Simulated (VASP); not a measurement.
A run of VASP 6.6.1 is set up as follows.

INCAR

```
ALGO     = Normal         # electronic algorithm
EDIFF    = 1E-8           # SCF threshold, eV
ENCUT    = 500            # plane-wave cutoff, eV
GGA      = PS             # functional
GGA_COMPAT= F            
IBRION   = 8              # ionic algorithm
ISIF     = 2              # what is computed and relaxed
ISMEAR   = -1             # smearing method
ISPIN    = 2              # spin polarisation
KPAR     = 4            
LASPH    = T              # aspherical terms in the spheres
LCHARG   = T              # write CHGCAR
LMAXMIX  = 4              # l up to which the mixer works
LORBIT   = 11             # projections on sites
LREAL    = F              # projectors in reciprocal space
LWAVE    = F              # write WAVECAR
MAGMOM   = 2.4 2.4 0 0    # initial moments
NELM     = 200            # most SCF steps
NSW      = 1              # ionic steps
PREC     = Accurate       # precision mode
SIGMA    = 0.1            # smearing width, eV
```

KPOINTS

```
k-points
0
Gamma
  10 10 6
```

File POSCAR:

```
MnAs
1.0
    3.5528198659      0.0000000000      0.0000000000
   -1.7764099330      3.0768322590      0.0000000000
    0.0000000000      0.0000000000      5.3094752571
Mn As
2 2
Direct
    0.0000000000      0.0000000000      0.0000000000
    0.0000000000      0.0000000000      0.5000000000
    0.3333333333      0.6666666667      0.2500000000
    0.6666666667      0.3333333333      0.7500000000
```

Potentials or basis: VASP PAW PBE potentials, release 64 (Mn_pv, As).

Command:

```bash
$ cat potpaw_PBE.64/Mn_pv/POTCAR potpaw_PBE.64/As/POTCAR > POTCAR
$ mpirun -np 4 vasp_std > vasp.out
```

Problem. Predict the highest phonon frequency at Γ, LO-TO splitting left out.

Solution. 276 cm⁻¹.

Problem. Estimate the site moments.

Solution. Mn +2.37; As -0.09 μB.

Phonon frequencies in cm⁻¹ (negative: imaginary):
```tsv
q point	frequencies
(0.000, 0.000, 0.000)	0 0 0 190 201 201 214 214 228 276 276 276
```

Caveat: the cell wasn't relaxed at this level first, which shifts response properties; only a ferromagnetic start was run, and an antiferromagnetic order may lie lower in energy.
